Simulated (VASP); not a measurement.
# Zr6GeRu (Fm-3m) in VASP: single point with PBE

Aim: the single point of Zr6GeRu with PBE.

All numbers are computed with VASP 6.6.1; they aren't measurements. Logs are shortened: lines on timing, memory, paths and dates and some standing lists are left out, and cuts for length are marked.

## Step 1: The cell of the first run

The structure is cubic, space group Fm-3m (No. 225). Conventional cell: a = 8.666 Å, b = 8.666 Å, c = 8.666 Å, α = 90.00°, β = 90.00°, γ = 90.00°. Within 4.0 Å of Zr (site symmetry mmm) lie 8 Zr at 3.06 Å and 2 Ge at 3.06 Å and 2 Ru at 3.06 Å. Within 4.0 Å of Ge (site symmetry m-3m) lie 12 Zr at 3.06 Å. Ru (site symmetry m-3m) has 12 Zr at 3.06 Å within 4.0 Å.

The cell was generated, and may not be a known phase.

## Step 2: Single point, PBE

File INCAR:

```
  ALGO = All
  EDIFF = 1E-6
  ENCUT = 620
  GGA = PE
  GGA_COMPAT = False
  ISEARCH = 1
  ISIF = 2
  ISMEAR = 0
  KPAR = 4
  LASPH = True
  LCHARG = False
  LREAL = False
  LWAVE = False
  NBANDS = 60
  NELM = 300
  PREC = Accurate
  SIGMA = 0.2
```

File KPOINTS:

```
k-points
0
Gamma
  4 4 4
```

File POSCAR:

```
Zr6GeRu
1.0
    0.0000000000      4.3329031102      4.3329031102
    4.3329031102      0.0000000000      4.3329031102
    4.3329031102      4.3329031102      0.0000000000
Zr Ge Ru
6 1 1
Direct
    0.5000000000      0.0000000000      0.0000000000
    0.0000000000      0.5000000000      0.5000000000
    0.0000000000      0.5000000000      0.0000000000
    0.5000000000      0.0000000000      0.5000000000
    0.0000000000      0.0000000000      0.5000000000
    0.5000000000      0.5000000000      0.0000000000
    0.0000000000      0.0000000000      0.0000000000
    0.5000000000      0.5000000000      0.5000000000
```

Potentials or basis: VASP PAW PBE potentials, release 64 (Zr_sv, Ge_d, Ru_pv).

Run with:

```
> cat potpaw_PBE.64/Zr_sv/POTCAR potpaw_PBE.64/Ge_d/POTCAR potpaw_PBE.64/Ru_pv/POTCAR > POTCAR
> mpirun -np 4 vasp_std > vasp.out
```

OUTCAR:

```text
EDIFF = 1E-6
   ENCUT = 620
   GGA = PE
   ISIF = 2
   ISMEAR = 0
   LASPH = True
   LREAL = False
   NELM = 300
   PREC = Accurate

 ion  position               nearest neighbor table
   1  0.500  0.000  0.000-   4 3.06   6 3.06   7 3.06   4 3.06   5 3.06   8 3.06   3 3.06   6 3.06
                             8 3.06   3 3.06   5 3.06   7 3.06
   2  0.000  0.500  0.500-   3 3.06   5 3.06   8 3.06   3 3.06   6 3.06   7 3.06   4 3.06   5 3.06
                             7 3.06   4 3.06   6 3.06   8 3.06
   3  0.000  0.500  0.000-   2 3.06   6 3.06   7 3.06   2 3.06   5 3.06   8 3.06   1 3.06   5 3.06
                             7 3.06   1 3.06   6 3.06   8 3.06
   4  0.500  0.000  0.500-   1 3.06   5 3.06   8 3.06   1 3.06   6 3.06   7 3.06   2 3.06   6 3.06
                             8 3.06   2 3.06   5 3.06   7 3.06
   5  0.000  0.000  0.500-   2 3.06   4 3.06   7 3.06   1 3.06   3 3.06   7 3.06   2 3.06   3 3.06
                             8 3.06   1 3.06   4 3.06   8 3.06
   6  0.500  0.500  0.000-   1 3.06   3 3.06   8 3.06   2 3.06   4 3.06   8 3.06   1 3.06   4 3.06
                             7 3.06   2 3.06   3 3.06   7 3.06
   7  0.000  0.000  0.000-   1 3.06   3 3.06   5 3.06   2 3.06   4 3.06   5 3.06   2 3.06   3 3.06
                             6 3.06   1 3.06   4 3.06   6 3.06
   8  0.500  0.500  0.500-   2 3.06   4 3.06   6 3.06   1 3.06   3 3.06   6 3.06   1 3.06   4 3.06
                             5 3.06   2 3.06   3 3.06   5 3.06

  LATTYP: Found a face centered cubic cell.
 ALAT       =     8.6658062204

  Lattice vectors:

 A1 = (   0.0000000000,   4.3329031102,   4.3329031102)
 A2 = (   4.3329031102,   0.0000000000,   4.3329031102)
 A3 = (   4.3329031102,   4.3329031102,   0.0000000000)

Analysis of symmetry for initial positions (statically):
=====================================================================
 Subroutine PRICEL returns:
 Original cell was already a primitive cell.

 Routine SETGRP: Setting up the symmetry group for a
 face centered cubic supercell.

 Subroutine GETGRP returns: Found 48 space group operations
 (whereof 48 operations were pure point group operations)
 out of a pool of 48 trial point group operations.

The static configuration has the point symmetry O_h .

Analysis of symmetry for dynamics (positions and initial velocities):
=====================================================================
 Subroutine PRICEL returns:
 Original cell was already a primitive cell.

 Routine SETGRP: Setting up the symmetry group for a
 face centered cubic supercell.

 Subroutine GETGRP returns: Found 48 space group operations
 (whereof 48 operations were pure point group operations)
 out of a pool of 48 trial point group operations.

The dynamic configuration has the point symmetry O_h .

 Subroutine INISYM returns: Found 48 space group operations
 (whereof 48 operations are pure point group operations),
 and found     1 'primitive' translations

----------------------------------------------------------------------------------------

                                     Primitive cell

  volume of cell :     162.6923

  direct lattice vectors                    reciprocal lattice vectors
     0.000000000  4.332903110  4.332903110    -0.115396072  0.115396072  0.115396072
     4.332903110  0.000000000  4.332903110     0.115396072 -0.115396072  0.115396072
     4.332903110  4.332903110  0.000000000     0.115396072  0.115396072 -0.115396072

  length of vectors
     6.127650343  6.127650343  6.127650343     0.199871860  0.199871860  0.199871860

  position of ions in fractional coordinates (direct lattice)
     0.500000000  0.000000000  0.000000000
     0.000000000  0.500000000  0.500000000
     0.000000000  0.500000000  0.000000000
     0.500000000  0.000000000  0.500000000
     0.000000000  0.000000000  0.500000000
     0.500000000  0.500000000  0.000000000
     0.000000000  0.000000000  0.000000000
     0.500000000  0.500000000  0.500000000

  ion indices of the primitive-cell ions
   primitive index   ion index
                 1           1
                 2           2
                 3           3
                 4           4
                 5           5
                 6           6
                 7           7
                 8           8

----------------------------------------------------------------------------------------

 KPOINTS: k-points

Automatic generation of k-mesh.
 Grid dimensions read from file:
 generate k-points for:    4    4    4

 Generating k-lattice:

  Cartesian coordinates                     Fractional coordinates (reciprocal lattice)
    -0.028849018  0.028849018  0.028849018     0.250000000  0.000000000  0.000000000
     0.028849018 -0.028849018  0.028849018     0.000000000  0.250000000  0.000000000
     0.028849018  0.028849018 -0.028849018     0.000000000  0.000000000  0.250000000

  Length of vectors
     0.049967965  0.049967965  0.049967965

  Shift w.r.t. Gamma in fractional coordinates (k-lattice)
     0.000000000  0.000000000  0.000000000

 Subroutine IBZKPT returns following result:
 ===========================================

 Found      8 irreducible k-points:

 Following reciprocal coordinates:
            Coordinates               Weight
  0.000000  0.000000  0.000000      1.000000
  0.250000  0.000000  0.000000      8.000000
  0.500000  0.000000  0.000000      4.000000
  0.250000  0.250000  0.000000      6.000000
  0.500000  0.250000  0.000000     24.000000
 -0.250000  0.250000  0.000000     12.000000
  0.500000  0.500000  0.000000      3.000000
 -0.250000  0.500000  0.250000      6.000000
   k-points           NKPTS =      8   k-points in BZ     NKDIM =      8   number of bands    NBANDS=     60
   number of dos      NEDOS =    301   number of ions     NIONS =      8
   total plane-waves  NPLWV = 125000
   dimension x,y,z NGX =    50 NGY =   50 NGZ =   50
   dimension x,y,z NGXF=   100 NGYF=  100 NGZF=  100
   ions per type =               6   1   1
   NGX,Y,Z   is equivalent  to a cutoff of  13.57, 13.57, 13.57 a.u.
   NGXF,Y,Z  is equivalent  to a cutoff of  27.13, 27.13, 27.13 a.u.
 SYSTEM =  unknown system
   PREC   = accura    normal or accurate (medium, high low for compatibility)
   ISTART =      0    job   : 0-new  1-cont  2-samecut
   ICHARG =      2    charge: 1-file 2-atom 10-const
   ISPIN  =      1    spin polarized calculation?
   LNONCOLLINEAR =      F non collinear calculations
   LSORBIT =      F    spin-orbit coupling
   LASPH  =      T    aspherical Exc in radial PAW
   ENCUT  =  620.0 eV  45.57 Ry    6.75 a.u.  12.44 12.44 12.44*2*pi/ulx,y,z
   NELM   =    300;   NELMIN=  2; NELMDL= -5     # of ELM steps
   EDIFF  = 0.1E-05   stopping-criterion for ELM
   LREAL  =      F    real-space projection
   EDIFFG = 0.1E-04   stopping-criterion for IOM
   NSW    =      0    number of steps for IOM
   IBRION =     -1    ionic relax: 0-MD 1-quasi-New 2-CG
   NFREE  =      0    steps in history (QN), initial steepest desc. (CG)
   ISIF   =      2    stress and relaxation
   ISYM   =      2    0-nonsym 1-usesym 2-fastsym
   POTIM  = 0.5000    time-step for ionic-motion
   TEBEG  =    0.0;   TEEND  =   0.0 temperature during run
   PSTRESS=    0.0 pullay stress
   NELECT =     100.0000    total number of electrons
   NUPDOWN=      -1.0000    fix difference up-down
   EMIN   =  10.00;   EMAX   =-10.00  energy-range for DOS
   EFERMI =   0.00;   METHOD = LEGACY
   ISMEAR =     0;   SIGMA  =   0.20  broadening in eV -4-tet -1-fermi 0-gaus
   EFERMI_NEDOS =   21; number of points for ismear=-14 and -15
   IALGO  =     58    algorithm
   IMIX   =      4    mixing-type and parameters
     AMIX     =   0.40;   BMIX     =  1.00
     AMIX_MAG =   1.60;   BMIX_MAG =  1.00
  volume/ion in A,a.u.               =      20.34       137.24
  Fermi-wavevector in a.u.,A,eV,Ry     =   1.391936  2.630377 26.361085  1.937485
  Thomas-Fermi vector in A             =   2.515727
   LORBIT       =      0    0 simple, 1 ext, 2 COOP (PROOUT), +10 PAW based schemes
   GGA     = PE    functional components
   LHFCALC =     F    Hartree Fock is set to
   AEXX    =    0.0000 exact exchange contribution
   IVDW    =     0    specifies the selected vdW correction
   LEPSILON=     F    determine dielectric tensor
   LRPA    =     F    only Hartree local field effects (RPA)
 non-spin polarized calculation
 Gauss-broadening in eV      SIGMA  =   0.20
  energy-cutoff  :      620.00
  volume of cell :      162.69
 maximum number of plane-waves:      5769
 NGX is ok and might be reduce to    50
   NGX = 25   NGY = 25   NGZ = 25

 number of electron     100.0000000 magnetization

 number of electron      99.9999992 magnetization

 Free energy of the ion-electron system (eV)
  ---------------------------------------------------
  ext. energy  EPLUGINS =         0.00000000
  ---------------------------------------------------
  free energy    TOTEN  =       -66.72131681 eV

  energy without entropy =      -66.48803788  energy(sigma->0) =      -66.60467735

 E-fermi :   9.4203     XC(G=0): -11.6290

 val. band max:        9.4167265896   @ k =   0.2500   0.2500   0.0000
 cond. band min:       9.4471314544   @ k =   0.2500   0.0000   0.0000
 fundamental gap:      0.0304048648
 Fermi energy:         9.4202759275

 k-point     1 :       0.0000    0.0000    0.0000
  band No.  band energies     occupation
      1     -39.1858      2.00000
      2     -39.0255      2.00000
      3     -39.0255      2.00000
      4     -39.0255      2.00000
      5     -38.9480      2.00000
      6     -38.9480      2.00000
[... 52 lines left out ...]
     59      12.0366      0.00000
     60      12.0668      0.00000

 k-point     2 :       0.2500    0.0000    0.0000
  band No.  band energies     occupation
      1     -39.1628      2.00000
      2     -39.0495      2.00000
      3     -39.0143      2.00000
      4     -39.0143      2.00000
      5     -38.9595      2.00000
      6     -38.9595      2.00000
[... 367 lines left out ...]
     59      11.5121      0.00000
     60      11.6518      0.00000

 k-point     8 :      -0.2500    0.5000    0.2500
  band No.  band energies     occupation
      1     -39.0838      2.00000
      2     -39.0838      2.00000
      3     -39.0274      2.00000
      4     -39.0271      2.00000
      5     -38.9704      2.00000
      6     -38.9704      2.00000
[... 52 lines left out ...]
     59      11.6117      0.00000
     60      11.8943      0.00000

------------------------ aborting loop because EDIFF is reached ----------------------------------------

  FORCE on cell =-STRESS in cart. coord.  units (eV):
  Direction    XX          YY          ZZ          XY          YZ          ZX
  --------------------------------------------------------------------------------------
  -------------------------------------------------------------------------------------
  Total        0.3114056      0.3114056      0.3114056      0.0000000      0.0000000     -0.0000000
  in kB        3.0666910      3.0666910      3.0666910      0.0000000      0.0000000     -0.0000000
  external PRESSURE =       3.0666910 kB  Pullay stress =       0.0000000 kB

 VOLUME and BASIS-vectors are now :
 -----------------------------------------------------------------------------
  energy-cutoff  :      620.00
  volume of cell :      162.69
      direct lattice vectors                 reciprocal lattice vectors
     0.000000000  4.332903110  4.332903110    -0.115396072  0.115396072  0.115396072
     4.332903110  0.000000000  4.332903110     0.115396072 -0.115396072  0.115396072
     4.332903110  4.332903110  0.000000000     0.115396072  0.115396072 -0.115396072

 POSITION                                       TOTAL-FORCE (eV/Angst)
 -----------------------------------------------------------------------------------
      0.00000      2.16645      2.16645        -0.000000      0.000000     -0.000000
      4.33290      2.16645      2.16645         0.000000      0.000000     -0.000000
      2.16645      0.00000      2.16645        -0.000000      0.000000      0.000000
      2.16645      4.33290      2.16645        -0.000000      0.000000     -0.000000
      2.16645      2.16645      0.00000        -0.000000     -0.000000     -0.000000
      2.16645      2.16645      4.33290         0.000000      0.000000     -0.000000
      0.00000      0.00000      0.00000        -0.000000      0.000000     -0.000000
      4.33290      4.33290      4.33290         0.000000     -0.000000      0.000000
 -----------------------------------------------------------------------------------
    total drift:                                0.000000      0.000000      0.000000

  FREE ENERGIE OF THE ION-ELECTRON SYSTEM (eV)
  ---------------------------------------------------
  free  energy   TOTEN  =       -66.7213168111 eV

  energy  without entropy=      -66.4880247951  energy(sigma->0) =      -66.60467080
```

Run time: 4.4 min. Hardware: 4 MPI ranks of Intel Xeon Platinum 8375C at 2.90GHz (Ice Lake), shared host; peak memory 0.45 GiB.

What came out:

| Quantity | Value |
| --- | --- |
| Free energy | -66.7213 eV |
| Pressure | 0.3 GPa |
| Band gap on the k mesh | zero (bands 50 and 51 overlap by 0.76 eV) |

Levels at points of the mesh, in eV from the Fermi level:
| k point | band 48 | band 49 | band 50 | band 51 | band 52 | band 53 |
| --- | --- | --- | --- | --- | --- | --- |
| (0.00, 0.00, 0.00) | -0.05 | -0.05 | 0.43 | 0.43 | 0.86 | 0.86 |
| (0.50, 0.00, 0.00) | -0.42 | -0.42 | -0.22 | 0.13 | 0.49 | 0.49 |
| (0.50, 0.50, 0.00) | -0.86 | -0.33 | -0.33 | -0.33 | 0.77 | 0.77 |

The gap in the log of VASP goes by the Fermi energy; the results here count the filled bands.